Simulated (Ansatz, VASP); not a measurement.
# RbW: VASP beside Ansatz

Contents of INCAR:

```
SYSTEM = RbW
ALGO = Fast ; EDIFF = 1E-6
ENCUT = 520 ; GGA = PE
ISIF = 2 ; ISMEAR = -1
LASPH = .TRUE. ; LCHARG = .FALSE.
LREAL = .FALSE. ; LWAVE = .FALSE.
NBANDS = 18 ; NELM = 60
PREC = Accurate ; SIGMA = 0.05
```

Contents of KPOINTS:

```
k-points
0
G
  9 9 5
  0 0 0
```

Contents of POSCAR:

```
RbW
1.0
    3.5932940289      0.0000000000      0.0000000000
   -1.7966470094      3.1118839117      0.0000000000
    0.0000000000      0.0000000000      5.5664443080
Rb W
1 1
Direct
    0.0000000000      0.0000000000      0.5000000000
    0.6666666700      0.3333333300      0.0000000000
```

input.yaml

```yaml
crystal:
  lattice:
    - [3.5932940289, 0.0, 0.0]
    - [-1.7966470094, 3.1118839117, 0.0]
    - [0.0, 0.0, 5.566444308]
  atoms:
    - { symbol: Rb, position: [0.0, 0.0, 0.5] }
    - { symbol: W, position: [0.66666667, 0.33333333, 0.0] }
kpoints:
  mp_grid: { grid: [9, 9, 5] }
scf:
  occupations: { method: fermi_dirac, width: 0.05 }
hamiltonian:
  xc: pbe
  pseudopotentials: { kind: all_electron, lapw: { basis_error: 0.0005 } }
output:
  forces: true
  stress: true
  eigenvalues: true
```

Change from the starting cell: volume scaled by 1.04.

Alike in both runs: task single point; functional PBE; k mesh 9 × 9 × 5; occupations fermi-dirac, width 0.05 eV; no spin polarisation.

```csv
,VASP,Ansatz
version,VASP 6.6.1,Ansatz 0.2.0
potentials or method,"VASP PAW PBE potentials, release 64 (Rb_sv, W_sv), cutoff 520 eV","all-electron LAPW, scalar-relativistic"
```

VASP gave:

| Item | Value |
| --- | --- |
| gap on the k mesh at the Fermi level (eV) | none |
| pressure (GPa) | -7.0 |
| traceless stress, the component that is largest in VASP (GPa) | 14.60 |

What did Ansatz give for the same quantities?

gap on the k mesh at the Fermi level (eV): none; pressure (GPa): -7.1; traceless stress, the component that is largest in VASP (GPa): 14.60.

A gap of «none» marks a metal or a gap that the smearing closes. Ansatz ran all-electron here, and VASP with PAW potentials.

Neither program's run includes spin-orbit coupling.
